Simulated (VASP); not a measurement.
Write the native input for VASP 6.6.1 that does the following.

* Task: single point
* Functional: PBE
* Potentials or basis: VASP PAW PBE potentials, release 64 (Si, C)
* Cutoff: 520 eV
* k mesh: 17 × 17 × 17
* Occupations: fermi-dirac, width 0.02 eV
* Spin: no spin polarisation
* Dipole correction: no
* Further INCAR settings: ALGO = Normal; EDIFF = 1e-06; NBANDS = 11

The structure of SiC (Moissanite 3C) lies in POSCAR:

```
SiC
1.0
    0.0000000000      2.1790000000      2.1790000000
    2.1790000000      0.0000000000      2.1790000000
    2.1790000000      2.1790000000      0.0000000000
Si C
1 1
Direct
    0.0000000000      0.0000000000      0.0000000000
    0.2500000000      0.2500000000      0.2500000000
```

These files were run (other wordings do the same):

INCAR

```
SYSTEM = SiC
PREC = Accurate ; ENCUT = 520
EDIFF = 1E-6 ; ISMEAR = -1
SIGMA = 0.02 ; LREAL = .False.
LASPH = .True. ; NELM = 80
ALGO = Normal ; ISIF = 2
LWAVE = .False. ; LCHARG = .False.
GGA = PE ; NBANDS = 11
```

KPOINTS

```
Automatic mesh
0
Gamma
  17 17 17
  0 0 0
```

Potentials or basis: VASP PAW PBE potentials, release 64 (Si, C).

Command:

```console
$ cat potpaw_PBE.64/Si/POTCAR potpaw_PBE.64/C/POTCAR > POTCAR
$ mpirun -np 1 vasp_std > vasp.out
```

Results of the run:

The pressure is 3.2 GPa and the band gap on the k mesh is 1.40 eV, indirect (least direct gap 4.56 eV).

Wall time 29 s on 1 thread of Intel(R) Xeon(R) Platinum 8259CL CPU @ 2.50GHz (Skylake/Cascade Lake) (shared host), peak memory 0.15 GiB.
